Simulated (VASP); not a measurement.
Runs of VASP 6.6.1 on ReBi (CsCl type). The structure is that of space group Pm-3m (No. 221), or close to it. The cells are those of the table. 

| level | cell | gap on the mesh (eV) | pressure (GPa) |
| --- | --- | --- | --- |
| PBE+D4 | a = 3.015 Å, 2 atoms | none | 127.0 |
| PBE | a = 2.695 Å, 2 atoms | none | 599.0 |
| PBE | a = 2.864 Å, 2 atoms | none | 285.8 |
| PBE | a = 3.015 Å, 2 atoms | none | (a) |

Alike in all rows: task single point; potentials or basis VASP PAW PBE potentials, release 64 (Re, Bi_d); no spin polarisation; k mesh 11 × 11 × 11; cutoff (eV) 520; smearing fermi-dirac 0.05 eV.

**Question.** Fill in the values left out.

**Answer.** (a) 137.1.

Caveats: the cell stands under pressure; spin-orbit coupling is left out, which moves the levels of the heavy elements.

A k mesh can miss the band edges, and the runs leave out spin-orbit coupling on Bi, Re.

A gap of «none» marks levels without a gap at the run's occupations.
